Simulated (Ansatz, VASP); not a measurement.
## Two plane-wave programs on CdS

```
Cd S
1.0
     0.00000    2.85696    2.85696
     2.85696    0.00000    2.85696
     2.85696    2.85696    0.00000
Cd S
1 1
Direct
  0.00000 0.00000 0.00000
  0.75000 0.75000 0.75000
```

Alike in both runs: task single point; functional r2SCAN0; k mesh 4 × 4 × 4; occupations fermi-dirac, width 0.05 eV; no spin polarisation.

```csv
,VASP,Ansatz
version,VASP 6.6.1,Ansatz 0.2.0
potentials or method,"VASP PAW PBE potentials, release 64 (Cd, S)",Ansatz PAW
plane-wave cutoff (eV),520,500
valence electrons in the cell,18,26
```

```tsv
	VASP	Ansatz	Ansatz less VASP
gap on the k mesh at the Fermi level (eV)	3.31	3.27	-0.042
least direct gap on the mesh (eV)	3.31	3.27	-0.042
pressure (GPa)	6.1	5.9	-0.22
```

VASP's potentials were made for PBE, not for r2SCAN0. VASP's potentials hold 18 valence electrons a cell and Ansatz's 26, so a difference there can come from the potentials and not from the codes.

The k mesh is coarse, so the values compare programs but aren't converged.
